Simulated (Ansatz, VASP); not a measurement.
## One calculation of AlN, two programs

POSCAR

```
AlN
1.0
    0.0000000000      2.0188685302      2.0188685302
    2.0188685302      0.0000000000      2.0188685302
    2.0188685302      2.0188685302      0.0000000000
Al N
1 1
Direct
    0.0000000000      0.0000000000      0.0000000000
    0.5000000000      0.5000000000      0.5000000000
```

INCAR.step1

```
SYSTEM = AlN
PREC     = Accurate       ! precision mode
ENCUT    = 520            ! plane-wave cutoff, eV
EDIFF    = 1E-5           ! SCF threshold, eV
ISMEAR   = 0              ! smearing method
SIGMA    = 0.01           ! smearing width, eV
LREAL    = .False.        ! projectors in reciprocal space
LASPH    = .True.         ! aspherical terms in the spheres
NELM     = 80             ! most SCF steps
ALGO     = Normal         ! electronic algorithm
ISIF     = 2              ! what is computed and relaxed
LWAVE    = .True.         ! write WAVECAR
LCHARG   = .False.        ! write CHGCAR
GGA      = PE             ! functional
NBANDS   = 11             ! bands
```

The input INCAR.step2:

```
SYSTEM = AlN
PREC     = Accurate       ! precision mode
ENCUT    = 520            ! plane-wave cutoff, eV
EDIFF    = 1E-7           ! SCF threshold, eV
ISMEAR   = 0              ! smearing method
SIGMA    = 0.01           ! smearing width, eV
LREAL    = .False.        ! projectors in reciprocal space
LASPH    = .True.         ! aspherical terms in the spheres
NELM     = 80             ! most SCF steps
ALGO     = Normal         ! electronic algorithm
ISIF     = 2              ! what is computed and relaxed
LWAVE    = .False.        ! write WAVECAR
LCHARG   = .False.        ! write CHGCAR
METAGGA  = R2SCAN         ! meta-GGA
LHFCALC  = .True.         ! exact exchange
AEXX     = 0.25           ! exact-exchange fraction
LMIXTAU  = .True.       
PRECFOCK = Normal       
ISTART   = 1            
NBANDS   = 11             ! bands
```

File KPOINTS:

```
regular mesh
0
Gamma
  8 8 8
  0 0 0
```

Input for Ansatz:

```yaml
crystal:
  lattice:
    - [0.0, 2.0188685302, 2.0188685302]
    - [2.0188685302, 0.0, 2.0188685302]
    - [2.0188685302, 2.0188685302, 0.0]
  atoms:
    - { symbol: Al, position: [0.0, 0.0, 0.0] }
    - { symbol: "N", position: [0.5, 0.5, 0.5] }
kpoints:
  mp_grid: { grid: [8, 8, 8] }
  band_path:
    path:
      - [0.0, 0.0, 0.0]
      - [0.5, 0.0, 0.5]
      - [0.625, 0.25, 0.625]
      - [0.375, 0.375, 0.75]
      - [0.5, 0.5, 0.5]
      - [0.5, 0.25, 0.75]
      - [0.0, 0.5, 0.5]
    npoints: 1
hamiltonian:
  xc: r2scan0
scf:
  occupations: { method: fixed }
  n_extra_bands: 4
output:
  forces: true
  stress: true
  eigenvalues: true
  write_density: true
  write_potential: true
  elf: true
  volumetric_format: npy
```

Alike in both runs: task single point; functional r2SCAN0; k mesh 8 × 8 × 8; no spin polarisation.

|  | VASP | Ansatz |
| --- | --- | --- |
| version | VASP 6.6.1 | Ansatz 0.2.0 |
| potentials or method | VASP PAW PBE potentials, release 64 (Al, N) | plane waves, PAW |
| plane-wave cutoff (eV) | 520 | 500 |
| occupations | gaussian, width 0.01 eV | fixed |
| valence electrons in the cell | 8 | 8 |

|  | VASP | Ansatz | Ansatz less VASP |
| --- | --- | --- | --- |
| gap on the k mesh at the Fermi level (eV) | 7.35 | 7.40 | +0.049 |
| pressure (GPa) | -5.2 | -5.0 | +0.24 |

VASP's potentials were made for PBE, not for r2SCAN0. Ansatz's warnings: stress exchange threshold loose, stress scf threshold loose.
